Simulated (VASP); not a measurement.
# TaTl (Pm-3m) in VASP: a series of runs, part 2 of 2

VASP 6.6.1.

### 3 Single point, PBE

This run uses another cell than the first one, of 19.59 Å³/atom.

INCAR reads:

```
PREC = Accurate
ENCUT = 520
EDIFF = 1E-7
ISMEAR = -1
SIGMA = 0.05
LREAL = F
LASPH = T
NELM = 100
ALGO = Normal
ISIF = 2
LWAVE = F
LCHARG = F
GGA = PE
NBANDS = 19
```

KPOINTS reads:

```
regular mesh
0
Gamma
  7 7 7
```

POSCAR reads:

```
TaTl
1.0
    3.3962877325      0.0000000000      0.0000000000
    0.0000000000      3.3962877325      0.0000000000
    0.0000000000      0.0000000000      3.3962877325
Ta Tl
1 1
Direct
    0.0000000000      0.0000000000      0.0000000000
    0.5000000000      0.5000000000      0.5000000000
```

Potentials or basis: VASP PAW PBE potentials, release 64 (Ta_pv, Tl_d).

Launch:

```bash
$ cat potpaw_PBE.64/Ta_pv/POTCAR potpaw_PBE.64/Tl_d/POTCAR > POTCAR
$ mpirun -np 1 vasp_std > vasp.out
```

OUTCAR:

```text
PREC = Accurate
   ENCUT = 520
   EDIFF = 1E-7
   ISMEAR = -1
   LREAL = F
   LASPH = T
   NELM = 100
   ISIF = 2
   GGA = PE

 ion  position               nearest neighbor table
   1  0.000  0.000  0.000-   2 2.94   2 2.94   2 2.94   2 2.94   2 2.94   2 2.94   2 2.94   2 2.94

   2  0.500  0.500  0.500-   1 2.94   1 2.94   1 2.94   1 2.94   1 2.94   1 2.94   1 2.94   1 2.94

  LATTYP: Found a simple cubic cell.
 ALAT       =     3.3962877325

  Lattice vectors:

 A1 = (   3.3962877325,   0.0000000000,   0.0000000000)
 A2 = (   0.0000000000,   3.3962877325,   0.0000000000)
 A3 = (   0.0000000000,   0.0000000000,   3.3962877325)

Analysis of symmetry for initial positions (statically):
=====================================================================
 Subroutine PRICEL returns:
 Original cell was already a primitive cell.

 Routine SETGRP: Setting up the symmetry group for a
 simple cubic supercell.

 Subroutine GETGRP returns: Found 48 space group operations
 (whereof 48 operations were pure point group operations)
 out of a pool of 48 trial point group operations.

The static configuration has the point symmetry O_h .

Analysis of symmetry for dynamics (positions and initial velocities):
=====================================================================
 Subroutine PRICEL returns:
 Original cell was already a primitive cell.

 Routine SETGRP: Setting up the symmetry group for a
 simple cubic supercell.

 Subroutine GETGRP returns: Found 48 space group operations
 (whereof 48 operations were pure point group operations)
 out of a pool of 48 trial point group operations.

[... 103 lines left out ...]
   POTIM  = 0.5000    time-step for ionic-motion
   TEBEG  =    0.0;   TEEND  =   0.0 temperature during run
   PSTRESS=    0.0 pullay stress
   NELECT =      24.0000    total number of electrons
   NUPDOWN=      -1.0000    fix difference up-down
   EMIN   =  10.00;   EMAX   =-10.00  energy-range for DOS
   EFERMI =   0.00;   METHOD = LEGACY
   ISMEAR =    -1;   SIGMA  =   0.05  broadening in eV -4-tet -1-fermi 0-gaus
   EFERMI_NEDOS =   21; number of points for ismear=-14 and -15
   IALGO  =     38    algorithm
   IMIX   =      4    mixing-type and parameters
     AMIX     =   0.40;   BMIX     =  1.00
     AMIX_MAG =   1.60;   BMIX_MAG =  1.00
  volume/ion in A,a.u.               =      19.59       132.18
  Fermi-wavevector in a.u.,A,eV,Ry     =   1.390403  2.627481 26.303071  1.933221
  Thomas-Fermi vector in A             =   2.514342
   LORBIT       =      0    0 simple, 1 ext, 2 COOP (PROOUT), +10 PAW based schemes
   GGA     = PE    functional components
   LHFCALC =     F    Hartree Fock is set to
   AEXX    =    0.0000 exact exchange contribution
   IVDW    =     0    specifies the selected vdW correction
   LEPSILON=     F    determine dielectric tensor
   LRPA    =     F    only Hartree local field effects (RPA)
 non-spin polarized calculation
  energy-cutoff  :      520.00
  volume of cell :       39.18
 maximum number of plane-waves:      1066
 NGX is ok and might be reduce to    28
   NGX = 13   NGY = 13   NGZ = 13

 number of electron      23.9999999 magnetization

 Free energy of the ion-electron system (eV)
  ---------------------------------------------------
  ext. energy  EPLUGINS =         0.00000000
  ---------------------------------------------------
  free energy    TOTEN  =       -12.27572077 eV

  energy without entropy =      -12.26641887  energy(sigma->0) =      -12.27106982

 E-fermi :   8.3576     XC(G=0): -12.2375

 val. band max:        8.2914037535   @ k =   0.2857   0.2857   0.1429
 cond. band min:       8.4638531404   @ k =   0.1429   0.1429   0.0000
 fundamental gap:      0.1724493869
 Fermi energy:         8.3576160305

 k-point     1 :       0.0000    0.0000    0.0000
  band No.  band energies     occupation
      1     -26.2946      2.00000
      2     -26.2946      2.00000
      3     -26.2946      2.00000
      4      -3.9149      2.00000
      5      -3.9149      2.00000
      6      -3.3023      2.00000
[... 417 lines left out ...]
      6      -3.6664      2.00000
[... 11 lines left out ...]
     18      14.7746      0.00000
     19      17.2353      0.00000

------------------------ aborting loop because EDIFF is reached ----------------------------------------

  FORCE on cell =-STRESS in cart. coord.  units (eV):
  Direction    XX          YY          ZZ          XY          YZ          ZX
  --------------------------------------------------------------------------------------
  -------------------------------------------------------------------------------------
  Total        1.2126318      1.2126318      1.2126318     -0.0000000      0.0000000      0.0000000
  in kB       49.5936537     49.5936537     49.5936537     -0.0000000      0.0000000      0.0000000
  external PRESSURE =      49.5936537 kB  Pullay stress =       0.0000000 kB

 VOLUME and BASIS-vectors are now :
 -----------------------------------------------------------------------------
  energy-cutoff  :      520.00
  volume of cell :       39.18
      direct lattice vectors                 reciprocal lattice vectors
     3.396287732  0.000000000  0.000000000     0.294439128  0.000000000  0.000000000
     0.000000000  3.396287732  0.000000000     0.000000000  0.294439128  0.000000000
     0.000000000  0.000000000  3.396287732     0.000000000  0.000000000  0.294439128

 POSITION                                       TOTAL-FORCE (eV/Angst)
 -----------------------------------------------------------------------------------
      0.00000      0.00000      0.00000         0.000000      0.000000      0.000000
      1.69814      1.69814      1.69814         0.000000      0.000000      0.000000
 -----------------------------------------------------------------------------------
    total drift:                                0.000000      0.000000      0.000000

  FREE ENERGIE OF THE ION-ELECTRON SYSTEM (eV)
  ---------------------------------------------------
  free  energy   TOTEN  =       -12.2757207708 eV

  energy  without entropy=      -12.2664188708  energy(sigma->0) =      -12.27106982
```

OSZICAR:

```text
N       E                     dE             d eps       ncg     rms          rms(c)
DAV:   1     0.157653740947E+03    0.15765E+03   -0.13360E+04   760   0.126E+03
DAV:   2    -0.931581910644E+01   -0.16697E+03   -0.16373E+03   885   0.333E+02
DAV:   3    -0.128874401728E+02   -0.35716E+01   -0.35487E+01   896   0.449E+01
DAV:   4    -0.129084380093E+02   -0.20998E-01   -0.20992E-01   843   0.362E+00
DAV:   5    -0.129086824286E+02   -0.24442E-03   -0.24442E-03   854   0.386E-01    0.131E+01
DAV:   6    -0.123791165793E+02    0.52957E+00   -0.82315E-01   835   0.695E+00    0.654E+00
DAV:   7    -0.122801284960E+02    0.98988E-01   -0.32295E-01   845   0.457E+00    0.185E+00
DAV:   8    -0.122758372192E+02    0.42913E-02   -0.11198E-02   819   0.712E-01    0.161E-01
DAV:   9    -0.122757081651E+02    0.12905E-03   -0.84797E-04   863   0.235E-01    0.496E-02
DAV:  10    -0.122757211860E+02   -0.13021E-04   -0.51484E-05   837   0.573E-02    0.251E-02
DAV:  11    -0.122757206457E+02    0.54022E-06   -0.44831E-06   900   0.195E-02    0.176E-03
DAV:  12    -0.122757207954E+02   -0.14963E-06   -0.25338E-07   721   0.323E-03    0.945E-04
DAV:  13    -0.122757207708E+02    0.24545E-07   -0.29546E-08   443   0.165E-03
   1 F= -.12275721E+02 E0= -.12271070E+02  d E =-.930190E-02
```

stdout:

```text
POSCAR found type information on POSCAR TaTl
 POSCAR found :  2 types and       2 ions
 scaLAPACK will be used
 LDA part: xc-table for (Slater+PW92), standard interpolation
 POSCAR, INCAR and KPOINTS ok, starting setup
 FFT: planning ... GRIDC
 FFT: planning ... GRID_SOFT
 FFT: planning ... GRID
 WAVECAR not read
 entering main loop
```

It took 17 s on 1 thread of Intel Xeon 8259CL, shared host; peak memory 0.16 GiB.

What came out:

```yaml
Free_energy: -12.2757 eV
Pressure: 5.0 GPa
Band_gap_on_the_k_mesh: zero (bands 12 and 13 overlap by 2.84 eV)
```

Caveat: the cell stands under pressure; spin-orbit coupling is left out, which moves the levels of the heavy elements.

### 4 Single point, PBE

This run uses another cell than the first one, of 20.29 Å³/atom.

INCAR reads:

```
PREC = Accurate
ENCUT = 520
EDIFF = 1E-6
ISMEAR = -1
SIGMA = 0.05
LREAL = F
LASPH = T
NELM = 60
ALGO = Fast
ISIF = 2
LWAVE = F
LCHARG = F
GGA = PE
NBANDS = 19
```

KPOINTS is that of step 3.

POSCAR reads:

```
TaTl
1.0
    3.4363788905      0.0000000000      0.0000000000
    0.0000000000      3.4363788905      0.0000000000
    0.0000000000      0.0000000000      3.4363788905
Ta Tl
1 1
Direct
    0.0000000000      0.0000000000      0.0000000000
    0.5000000000      0.5000000000      0.5000000000
```

Launch:

```bash
$ cat potpaw_PBE.64/Ta_pv/POTCAR potpaw_PBE.64/Tl_d/POTCAR > POTCAR
$ mpirun -np 1 vasp_std > vasp.out
```

It took 21 s on 1 thread of Intel Xeon 8259CL, shared host; peak memory 0.16 GiB.

The run converged. Its results:

* Free energy: -12.2973 eV
* Pressure: 0.0 GPa
* Band gap on the k mesh: zero (bands 12 and 13 overlap by 2.68 eV)

Levels at points of the mesh, in eV from the Fermi level:
```tsv
k point	band 9	band 10	band 11	band 12	band 13	band 14	band 15	band 16
(0.00, 0.00, 0.00)	-10.86	-1.32	-1.32	2.25	2.25	2.25	3.73	3.73
```

Caveat: spin-orbit coupling is left out, which moves the levels of the heavy elements.

### 5 Single point, PBE

This run uses another cell than the first one, of 23.76 Å³/atom.

INCAR reads:

```
SYSTEM = TaTl
PREC = Accurate
ENCUT = 520
EDIFF = 1E-6
ISMEAR = -1
SIGMA = 0.05
LREAL = .FALSE.
LASPH = .TRUE.
NELM = 80
ALGO = Normal
ISIF = 2
LWAVE = .FALSE.
LCHARG = .FALSE.
GGA = PE
NBANDS = 19
```

KPOINTS reads:

```
Automatic mesh
0
G
  7 7 7
  0 0 0
```

POSCAR reads:

```
TaTl
1.0
    3.6221205400      0.0000000000      0.0000000000
    0.0000000000      3.6221205400      0.0000000000
    0.0000000000      0.0000000000      3.6221205400
Ta Tl
1 1
Direct
    0.0000000000      0.0000000000      0.0000000000
    0.5000000000      0.5000000000      0.5000000000
```

Launch:

```bash
$ cat potpaw_PBE.64/Ta_pv/POTCAR potpaw_PBE.64/Tl_d/POTCAR > POTCAR
$ mpirun -np 1 vasp_std > vasp.out
```

It took 19 s on 1 thread of Intel Xeon 8259CL, shared host; peak memory 0.16 GiB.

It converged, with:

| Property | Result |
| --- | --- |
| Free energy | -11.9514 eV |
| Pressure | -13.5 GPa |
| Band gap on the k mesh | zero (bands 12 and 13 overlap by 2.05 eV) |

Levels at points of the mesh, in eV from the Fermi level:
```csv
k point,band 9,band 10,band 11,band 12,band 13,band 14,band 15,band 16
"(0.00, 0.00, 0.00)",-9.72,-1.10,-1.10,1.77,1.77,1.77,3.35,3.35
```

Caveat: the cell stands under tension; spin-orbit coupling is left out, which moves the levels of the heavy elements.

### 6 The runs side by side

| cell | gap on the mesh (eV) | pressure (GPa) |
| --- | --- | --- |
| a = 3.419 Å, 2 atoms | none | 2.0 |
| a = 3.396 Å, 2 atoms | none | 5.0 |
| a = 3.436 Å, 2 atoms | none | 0.0 |
| a = 3.622 Å, 2 atoms | none | -13.5 |

Alike in all rows: task single point; level PBE; potentials or basis VASP PAW PBE potentials, release 64 (Ta_pv, Tl_d); no spin polarisation; k mesh 7 × 7 × 7; cutoff (eV) 520; smearing fermi-dirac 0.05 eV.

Caveats: spin-orbit coupling is left out, which moves the levels of the heavy elements; the cell stands under pressure (at least some runs); the cell stands under tension (at least some runs).

Absolute energies hang on the potentials; compare differences alone.
